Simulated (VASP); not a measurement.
**SiF: single point with PBE**

Crystal: SiF.

```
CELL_PARAMETERS angstrom
2.70144 0.00000 0.00000
-1.35072 2.33952 0.00000
0.00000 0.00000 3.87511
ATOMIC_POSITIONS crystal
Si 0.66667 0.33333 0.00000
F 0.00000 0.00000 0.50000
```

```
Program                : VASP 6.6.1
Task                   : single point
Functional             : PBE
Potentials or basis    : VASP PAW PBE potentials, release 64 (Si, F)
Cutoff                 : 520 eV
k mesh                 : 6 × 6 × 6
Occupations            : gaussian, width 0.1 eV
Spin                   : no spin polarisation
Dipole correction      : no
Further INCAR settings : ALGO = Normal; EDIFF = 1e-07; NBANDS = 12
```

```json
{
 "Pressure": "-0.2 GPa"
}
```

Stress tensor (GPa, compression positive):
```
-0.24  0.00  0.00
 0.00 -0.24  0.00
 0.00  0.00 -0.14
```

Levels at points of the mesh, in eV from the Fermi level:
```
           k point  band 1  band 2  band 3  band 4  band 5  band 6  band 7  band 8  band 9  band 10
(0.00, 0.00, 0.00)  -23.41   -9.98   -6.64   -2.95   -2.95    4.00    8.09   11.12   11.12    13.73
(0.50, 0.00, 0.00)  -22.68   -7.37   -4.93   -3.68   -3.56   -1.86    3.93    7.14    8.34    10.13
(0.00, 0.00, 0.50)  -23.32  -11.64   -2.92   -2.92   -2.60   -0.12   11.22   11.22   12.92    13.41
(0.50, 0.00, 0.50)  -22.65   -6.88   -6.21   -4.36   -3.48   -0.47    4.93    6.58    8.15     9.50
```

It took 5.9 s on 1 thread of Intel Xeon 6975P-C, with other jobs on the host, peak memory 0.13 GiB.

Caveat: the k points lie up to 0.45 Å⁻¹ apart; an odd number of electrons without spin polarisation forces a metal; a magnetic or distorted state may lie lower.
